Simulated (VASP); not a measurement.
Pd: single point with PBEsol

Crystal: Pd.

```
CELL_PARAMETERS angstrom
0.00000 2.10049 1.86710
2.10049 0.00000 1.86710
2.10049 2.10049 0.00000
ATOMIC_POSITIONS crystal
Pd 0.00000 0.00000 0.00000
```

This cell differs from its parent crystal: strain +0.080 along x and y, -0.040 along z.

```
Program                : VASP 6.6.1
Task                   : single point
Functional             : PBEsol
Potentials or basis    : VASP PAW PBE potentials, release 64 (Pd)
Cutoff                 : 520 eV
k mesh                 : 20 × 20 × 20
Occupations            : gaussian, width 0.15 eV
Spin                   : no spin polarisation
Dipole correction      : no
Further INCAR settings : ALGO = Normal; EDIFF = 1e-06; NBANDS = 11
```

```yaml
Pressure: -17.8 GPa
Band_gap_on_the_k_mesh: zero (bands 5 and 6 overlap by 1.53 eV)
```

Stress tensor (GPa, compression positive):
```
-18.59   0.00   0.00
  0.00 -18.59   0.00
  0.00   0.00 -16.16
```

Levels at points of the mesh, in eV from the Fermi level:
```
           k point  band 2  band 3  band 4  band 5  band 6  band 7  band 8  band 9
(0.00, 0.00, 0.00)   -2.61   -2.61   -1.76   -1.52   -0.65   17.25   20.43   20.43
(0.50, 0.00, 0.00)   -2.84   -1.92   -0.24    0.20    1.21    6.52   15.97   18.70
(0.50, 0.50, 0.00)   -4.30   -0.02    0.25    0.25    4.84   11.16   11.16   11.70
(0.50, 0.00, 0.50)   -4.22   -0.12   -0.07    0.46    2.62    8.68   13.11   13.60
```

Run time: 3.5 min on 1 thread of AMD EPYC 7R13, with other jobs on the host, peak memory 0.21 GiB.

Caveat: the cell differs from its parent crystal (strain +0.080 along x and y, -0.040 along z); the cell stands under tension; the PAW data sets were made with another functional, which shifts forces and pressure a little.
